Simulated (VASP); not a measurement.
Write the native input for VASP 6.6.1 that does the following.

| Item | Value |
| --- | --- |
| Task | single point |
| Functional | PBE |
| Potentials or basis | VASP PAW PBE potentials, release 64 (Mg, C) |
| Cutoff | 520 eV |
| k mesh | 4 × 4 × 4 |
| Occupations | gaussian, width 0.01 eV |
| Spin | no spin polarisation |
| Dipole correction | no |
| Further INCAR settings | ALGO = Normal; EDIFF = 1e-06; NBANDS = 19 |

The structure of MgC2 lies in POSCAR:

```
MgC2
1.0
    3.9507770000      0.0000000000      0.0000000000
    0.0000000000      3.9507770000      0.0000000000
    0.0000000000      0.0000000000      4.9870890000
Mg C
2 4
Direct
    0.5000000000      0.5000000000      0.0000000000
    0.0000000000      0.0000000000      0.5000000000
    0.8876550000      0.8876550000      0.0000000000
    0.6123450000      0.3876550000      0.5000000000
    0.1123450000      0.1123450000      0.0000000000
    0.3876550000      0.6123450000      0.5000000000
```

One way to write it, as run:

INCAR

```
PREC = Accurate
ENCUT = 520
EDIFF = 1E-6
ISMEAR = 0
SIGMA = 0.01
LREAL = False
LASPH = True
NELM = 100
ALGO = Normal
ISIF = 2
LWAVE = False
LCHARG = True
GGA = PE
LELF = True
LVHAR = True
NBANDS = 19
```

KPOINTS

```
regular mesh
0
Gamma
  4 4 4
```

Potentials or basis: VASP PAW PBE potentials, release 64 (Mg, C).

Run with:

```bash
$ cat potpaw_PBE.64/Mg/POTCAR potpaw_PBE.64/C/POTCAR > POTCAR
$ mpirun -np 1 vasp_std > vasp.out
```

It gave:

```json
{
  "Pressure": "-0.4 GPa",
  "Largest force": "0.014 eV/Å",
  "Band gap on the k mesh": "2.58 eV, indirect (least direct gap 2.96 eV)"
}
```

Run time: 21 s on 1 thread of Intel(R) Xeon(R) Platinum 8488C (Sapphire Rapids), with other jobs on the host, peak memory 0.18 GiB.
